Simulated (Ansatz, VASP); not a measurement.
HfN: VASP beside Ansatz

```xyz
2
Lattice="3.1002 0.0000 0.0000 -1.5501 2.6849 0.0000 0.0000 0.0000 2.9109" Properties=species:S:1:pos:R:3 pbc="T T T"
Hf    0.0000    0.0000    0.0000
N     1.5501    0.8950    1.4555
```

Change from the starting cell: species swapped into the WC type (P-6m2, No. 187).

Alike in both runs: functional PBE; k mesh 24 × 24 × 18; occupations gaussian, width 0.1 eV; no spin polarisation.

Ansatz relaxed the structure, and its values are those at the end. VASP's run is a single point on that final structure, the one shown.

```csv
,VASP,Ansatz
version,VASP 6.6.1,Ansatz 0.2.0
potentials or method,"VASP PAW PBE potentials, release 64 (Hf_pv, N), cutoff 520 eV","scalar-relativistic, plane waves, PAW"
valence electrons in the cell,15,31
```

|  | VASP | Ansatz | Ansatz less VASP |
| --- | --- | --- | --- |
| gap on the k mesh at the Fermi level (eV) | none | none | - |
| pressure (GPa) | -2.0 | 0.0 | +1.96 |

A gap of «none» marks a metal or a gap that the smearing closes. With one functional, cell and mesh, what is left measures potentials, basis and numerics. VASP's potentials hold 15 valence electrons a cell and Ansatz's 31, so a difference there can come from the potentials and not from the codes.

Spin-orbit coupling is off throughout.
